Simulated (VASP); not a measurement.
# Al2O3 (Corundum) (R-3c) in VASP: further runs

Al2O3 (Corundum) is run at these levels: r2SCAN, PBE; tasks: single point, relaxation of cell and atoms.

Program: VASP 6.6.1. These are calculated values, not measurements. Logs are shortened: lines on timing, memory, paths and dates and some standing lists are left out, and cuts for length are marked.

**Experimental background.**

From “Multi-petahertz electron interference in Cr:Al2O3 solid-state material”, 2018, pmc:5906618, for a bulk crystal of Al2O3: band gap 8.7 eV (optical).

How close the calculation comes is told below.

## (1) The cell of the first run

It takes space group R-3c (No. 167, trigonal). Conventional cell: a = 4.758 Å, b = 4.758 Å, c = 12.993 Å, α = 90.00°, β = 90.00°, γ = 120.00°. Within 2.5 Å of Al (site symmetry 3) lie 6 O at 1.86 to 1.97 Å. O (site symmetry 2) has 4 Al at 1.86 to 1.97 Å within 2.5 Å.

## (2) Single point, r2SCAN

File POSCAR:

```
Al2O3
1.0
    2.3788965700      1.3734565700      4.3308721000
   -2.3788965700      1.3734565700      4.3308721000
    0.0000000000     -2.7469131500      4.3308721000
Al O
4 6
Direct
    0.3518499200      0.3518499200      0.3518499200
    0.1481500800      0.1481500800      0.1481500800
    0.6481500800      0.6481500800      0.6481500800
    0.8518499200      0.8518499200      0.8518499200
    0.5563011200      0.9436988800      0.2500000000
    0.2500000000      0.5563011200      0.9436988800
    0.9436988800      0.2500000000      0.5563011200
    0.4436988800      0.0563011200      0.7500000000
    0.7500000000      0.4436988800      0.0563011200
    0.0563011200      0.7500000000      0.4436988800
```

File INCAR.step1:

```
SYSTEM = Al2O3
PREC = Accurate ; ENCUT = 520
ISMEAR = -1 ; SIGMA = 0.02
LREAL = .False. ; LASPH = .True.
NELM = 100 ; NBANDS = 35
GGA = PE ; ALGO = Normal
EDIFF = 1E-4 ; LWAVE = .True.
LCHARG = .False.
```

File INCAR.step2:

```
SYSTEM = Al2O3
PREC = Accurate ; ENCUT = 520
EDIFF = 1E-7 ; ISMEAR = -1
SIGMA = 0.02 ; LREAL = .False.
LASPH = .True. ; NELM = 100
ALGO = Normal ; ISIF = 2
LWAVE = .False. ; LCHARG = .False.
METAGGA = R2SCAN ; LMIXTAU = .True.
NBANDS = 35 ; ISTART = 1
```

File KPOINTS:

```
regular mesh
0
Gamma
  6 6 6
  0 0 0
```

Potentials or basis: VASP PAW PBE potentials, release 64 (Al, O).

Run with:

```bash
$ cat potpaw_PBE.64/Al/POTCAR potpaw_PBE.64/O/POTCAR > POTCAR
$ cp INCAR.step1 INCAR
$ mpirun -np 1 vasp_std > vasp.out
$ cp INCAR.step2 INCAR
$ mpirun -np 1 vasp_std > vasp.out
```

OUTCAR:

```text
SYSTEM = Al2O3
   PREC = Accurate
   ENCUT = 520
   EDIFF = 1E-7
   ISMEAR = -1
   LREAL = .False.
   LASPH = .True.
   NELM = 100
   ISIF = 2
   METAGGA = R2SCAN
   ISTART = 1

 ion  position               nearest neighbor table
   1  0.352  0.352  0.352-   9 1.86   8 1.86  10 1.86   7 1.97   6 1.97   5 1.97   2 2.65   3 2.79
                             3 2.79   3 2.79   2 3.22   2 3.22   2 3.22
   2  0.148  0.148  0.148-  10 1.86   8 1.86   9 1.86   6 1.97   7 1.97   5 1.97   1 2.65   4 2.79
                             4 2.79   4 2.79   1 3.22   1 3.22   1 3.22
   3  0.648  0.648  0.648-   6 1.86   5 1.86   7 1.86  10 1.97   9 1.97   8 1.97   4 2.65   1 2.79
                             1 2.79   1 2.79   4 3.22   4 3.22   4 3.22
   4  0.852  0.852  0.852-   7 1.86   5 1.86   6 1.86   9 1.97  10 1.97   8 1.97   3 2.65   2 2.79
                             2 2.79   2 2.79   3 3.22   3 3.22   3 3.22
   5  0.556  0.944  0.250-   3 1.86   4 1.86   1 1.97   2 1.97
   6  0.250  0.556  0.944-   3 1.86   4 1.86   2 1.97   1 1.97
   7  0.944  0.250  0.556-   4 1.86   3 1.86   1 1.97   2 1.97
   8  0.444  0.056  0.750-   1 1.86   2 1.86   3 1.97   4 1.97
   9  0.750  0.444  0.056-   1 1.86   2 1.86   4 1.97   3 1.97
  10  0.056  0.750  0.444-   2 1.86   1 1.86   3 1.97   4 1.97

  LATTYP: Found a trigonal (rhomboedric) cell.
 ALAT       =     5.1285460890
 COS(alpha) =     0.5696789515

  Lattice vectors:

 A1 = (   2.3788965700,   1.3734565700,   4.3308721000)
 A2 = (  -2.3788965700,   1.3734565700,   4.3308721000)
 A3 = (   0.0000000000,  -2.7469131500,   4.3308721000)

Analysis of symmetry for initial positions (statically):
=====================================================================
 Subroutine PRICEL returns:
 Original cell was already a primitive cell.

 Routine SETGRP: Setting up the symmetry group for a
 trigonal (rhombohedral) supercell.

 Subroutine GETGRP returns: Found 12 space group operations
 (whereof  6 operations were pure point group operations)
 out of a pool of 12 trial point group operations.

The static configuration has the point symmetry S_6 .
 The point group associated with its full space group is D_3d.

Analysis of symmetry for dynamics (positions and initial velocities):
=====================================================================
 Subroutine PRICEL returns:
 Original cell was already a primitive cell.

 Routine SETGRP: Setting up the symmetry group for a
 trigonal (rhombohedral) supercell.

 Subroutine GETGRP returns: Found 12 space group operations
 (whereof  6 operations were pure point group operations)
 out of a pool of 12 trial point group operations.

[... 123 lines left out ...]
   ISIF   =      2    stress and relaxation
   ISYM   =      2    0-nonsym 1-usesym 2-fastsym
   POTIM  = 0.5000    time-step for ionic-motion
   TEBEG  =    0.0;   TEEND  =   0.0 temperature during run
   PSTRESS=    0.0 pullay stress
   NELECT =      48.0000    total number of electrons
   NUPDOWN=      -1.0000    fix difference up-down
   EMIN   =  10.00;   EMAX   =-10.00  energy-range for DOS
   EFERMI =   0.00;   METHOD = LEGACY
   ISMEAR =    -1;   SIGMA  =   0.02  broadening in eV -4-tet -1-fermi 0-gaus
   EFERMI_NEDOS =   21; number of points for ismear=-14 and -15
   IALGO  =     38    algorithm
   IMIX   =      4    mixing-type and parameters
     AMIX     =   0.40;   BMIX     =  1.00
     AMIX_MAG =   1.60;   BMIX_MAG =  1.00
  volume/ion in A,a.u.               =       8.49        57.29
  Fermi-wavevector in a.u.,A,eV,Ry     =   1.353681  2.558085 24.932012  1.832451
  Thomas-Fermi vector in A             =   2.480916
   LORBIT       =      0    0 simple, 1 ext, 2 COOP (PROOUT), +10 PAW based schemes
   METAGGA = R2SCAN    functional components
   LHFCALC =     F    Hartree Fock is set to
   AEXX    =    0.0000 exact exchange contribution
   IVDW    =     0    specifies the selected vdW correction
   LEPSILON=     F    determine dielectric tensor
   LRPA    =     F    only Hartree local field effects (RPA)
 non-spin polarized calculation
  energy-cutoff  :      520.00
  volume of cell :       84.90
 maximum number of plane-waves:      2305
 NGX is ok and might be reduce to    40
   NGX = 19   NGY = 19   NGZ = 19

 number of electron      48.0000013 magnetization

 Free energy of the ion-electron system (eV)
  ---------------------------------------------------
  ext. energy  EPLUGINS =         0.00000000
  ---------------------------------------------------
  free energy    TOTEN  =       -96.26970745 eV

  energy without entropy =      -96.26970745  energy(sigma->0) =      -96.26970745

 E-fermi :   6.2171     XC(G=0): -12.2340

 val. band max:        5.7447372615   @ k =   0.0000   0.0000   0.0000
 cond. band min:      12.9112785214   @ k =   0.0000   0.0000   0.0000
 fundamental gap:      7.1665412600
 Fermi energy:         6.2171225072

 k-point     1 :       0.0000    0.0000    0.0000
  band No.  band energies     occupation
      1     -14.4642      2.00000
      2     -12.1707      2.00000
      3     -11.8936      2.00000
      4     -11.8936      2.00000
      5     -11.5838      2.00000
      6     -11.5838      2.00000
[... 901 lines left out ...]
     34      20.2715      0.00000
     35      20.4682      0.00000

 [... further k-points ...]
[... 5 lines left out ...]
  --------------------------------------------------------------------------------------
  -------------------------------------------------------------------------------------
  Total       -0.1672193     -0.1672193     -0.1984403      0.0000000      0.0000000      0.0000000
  in kB       -3.1555849     -3.1555849     -3.7447551      0.0000000      0.0000000      0.0000000
  external PRESSURE =      -3.3519749 kB  Pullay stress =       0.0000000 kB

 VOLUME and BASIS-vectors are now :
 -----------------------------------------------------------------------------
  energy-cutoff  :      520.00
  volume of cell :       84.90
      direct lattice vectors                 reciprocal lattice vectors
     2.378896570  1.373456570  4.330872100     0.210181479  0.121348334  0.076966792
    -2.378896570  1.373456570  4.330872100    -0.210181479  0.121348334  0.076966792
     0.000000000 -2.746913150  4.330872100     0.000000000 -0.242696668  0.076966792

 POSITION                                       TOTAL-FORCE (eV/Angst)
 -----------------------------------------------------------------------------------
      0.00000     -0.00000      4.57145         0.000000      0.000000     -0.003858
      0.00000     -0.00000      1.92486         0.000000     -0.000000      0.003858
      0.00000     -0.00000      8.42117         0.000000     -0.000000      0.003858
      0.00000     -0.00000     11.06776         0.000000      0.000000     -0.003858
     -0.92158      1.37346      7.57903        -0.002337      0.000000     -0.000000
     -0.72866     -1.48484      7.57903         0.001168     -0.002024     -0.000000
      1.65024      0.11138      7.57903         0.001168      0.002024     -0.000000
      0.92158     -1.37346      5.41359         0.002337      0.000000     -0.000000
      0.72866      1.48484      5.41359        -0.001168      0.002024     -0.000000
     -1.65024     -0.11138      5.41359        -0.001168     -0.002024     -0.000000
 -----------------------------------------------------------------------------------
    total drift:                                0.000000      0.000000     -0.000000

  FREE ENERGIE OF THE ION-ELECTRON SYSTEM (eV)
  ---------------------------------------------------
  free  energy   TOTEN  =       -96.2697074502 eV

  energy  without entropy=      -96.2697074502  energy(sigma->0) =      -96.26970745
```

Run time: 3 min. Hardware: 1 thread of Intel Xeon 6975P-C (Granite Rapids), shared host; peak memory 0.28 GiB.

Results:

* Free energy: -96.2697 eV
* Pressure: -0.3 GPa
* Largest force: 0.004 eV/Å
* Band gap on the k mesh: 7.17 eV, direct

Forces in eV/Å, atoms in the order of the input:
```
Al   0.000  0.000 -0.004
Al   0.000  0.000  0.004
Al   0.000  0.000  0.004
Al   0.000  0.000 -0.004
O   -0.002  0.000  0.000
O    0.001 -0.002  0.000
O    0.001  0.002  0.000
O    0.002  0.000  0.000
O   -0.001  0.002  0.000
O   -0.001 -0.002  0.000
```

Caveat: the PAW data sets were made with another functional, which shifts forces and pressure a little.

## (3) Relaxation of cell and atoms, PBE

File INCAR:

```
PREC = Accurate
ENCUT = 600
EDIFF = 1E-6
ISMEAR = -1
SIGMA = 0.02
LREAL = False
LASPH = True
NELM = 60
ALGO = Normal
ISIF = 3
LWAVE = False
LCHARG = False
GGA = PE
IBRION = 2
NSW = 80
EDIFFG = -0.01
```

File KPOINTS:

```
regular mesh
0
Gamma
  6 6 6
```

File POSCAR:

```
Al2O3
1.0
    2.3802500000      1.3742379800      4.3318666700
   -2.3802500000      1.3742379800      4.3318666700
    0.0000000000     -2.7484759600      4.3318666700
Al O
4 6
Direct
    0.3521600000      0.3521600000      0.3521600000
    0.1478400000      0.1478400000      0.1478400000
    0.6478400000      0.6478400000      0.6478400000
    0.8521600000      0.8521600000      0.8521600000
    0.5566800000      0.9433200000      0.2500000000
    0.2500000000      0.5566800000      0.9433200000
    0.9433200000      0.2500000000      0.5566800000
    0.4433200000      0.0566800000      0.7500000000
    0.7500000000      0.4433200000      0.0566800000
    0.0566800000      0.7500000000      0.4433200000
```

Potentials or basis: VASP PAW PBE potentials, release 64 (Al, O).

Run with:

```bash
$ cat potpaw_PBE.64/Al/POTCAR potpaw_PBE.64/O/POTCAR > POTCAR
$ mpirun -np 1 vasp_std > vasp.out
```

Run time: 2.2 min. Hardware: 1 thread of Intel Xeon 6975P-C (Granite Rapids), shared host; peak memory 0.29 GiB.

Results (log left out):

* Free energy: -74.8240 eV
* Relaxed volume: 8.74 Å³/atom
* Relaxed cell: a = 5.177 Å, b = 5.177 Å, c = 5.177 Å, α = 55.30°, β = 55.30°, γ = 55.30°
* Space group after relaxing (to 0.05 Å): R-3c (No. 167)
* Energy gained by relaxing: 5.1 meV/atom
* Ionic steps: 5
* Pressure after relaxing: 0.1 GPa
* Largest force after relaxing: 0.003 eV/Å
* Band gap on the k mesh: 5.88 eV, direct

Forces on the atoms (eV/Å):
```
Al   0.000  0.000  0.003
Al   0.000  0.000 -0.003
Al   0.000  0.000 -0.003
Al   0.000  0.000  0.003
O   -0.002  0.000  0.000
O    0.001 -0.002  0.000
O    0.001  0.002  0.000
O    0.002  0.000  0.000
O   -0.001  0.002  0.000
O   -0.001 -0.002  0.000
```

The path:
| step | energy change (eV) | largest force (eV/Å) | pressure (GPa) | volume (Å³) |
| --- | --- | --- | --- | --- |
| 1 | 0.0000 | 0.0276 | 6.85 | 85.02 |
| 2 | -0.0141 | 0.0476 | -5.32 | 89.57 |
| 3 | -0.0505 | 0.0372 | -0.02 | 87.44 |
| 4 | -0.0505 | 0.0370 | 0.11 | 87.39 |
| 5 | -0.0507 | 0.0032 | 0.11 | 87.40 |

Final structure:
```
Al O
1.0
     2.40243    1.38704    4.37125
    -2.40243    1.38704    4.37125
     0.00000   -2.77409    4.37125
Al O
4 6
Direct
  0.35214 0.35214 0.35214
  0.14786 0.14786 0.14786
  0.64786 0.64786 0.64786
  0.85214 0.85214 0.85214
  0.55620 0.94380 0.25000
  0.25000 0.55620 0.94380
  0.94380 0.25000 0.55620
  0.44380 0.05620 0.75000
  0.75000 0.44380 0.05620
  0.05620 0.75000 0.44380
```

Levels at points of the mesh, in eV from the valence-band top:
| k point | band 20 | band 21 | band 22 | band 23 | band 24 | band 25 | band 26 | band 27 | band 28 | band 29 |
| --- | --- | --- | --- | --- | --- | --- | --- | --- | --- | --- |
| (0.00, 0.00, 0.00) | -0.46 | -0.46 | -0.03 | -0.03 | 0.00 | 5.88 | 8.92 | 10.39 | 11.29 | 11.29 |
| (0.50, 0.00, 0.00) | -1.29 | -0.86 | -0.86 | -0.25 | -0.25 | 9.16 | 9.16 | 9.37 | 9.37 | 11.61 |
| (0.50, 0.50, 0.00) | -1.25 | -0.97 | -0.87 | -0.70 | -0.23 | 9.38 | 9.50 | 9.64 | 10.16 | 10.92 |
| (0.50, 0.50, 0.50) | -1.93 | -0.35 | -0.35 | -0.35 | -0.35 | 8.38 | 8.38 | 10.86 | 10.86 | 12.11 |

A hybrid or GW would open this gap; PBE tends to underestimate it. Zero-point motion and thermal expansion aren't in these numbers.

## (4) Against experiment

Step 2. Measured gap of Al2O3: 8.7 eV (optical; quoted in “Multi-petahertz electron interference in Cr:Al2O3 solid-state material”, 2018, pmc:5906618). This calculation gives 7.17 eV (-1.53 eV). The value is that of r2SCAN on a finite k mesh, which can miss the band edges, without temperature or zero-point motion.
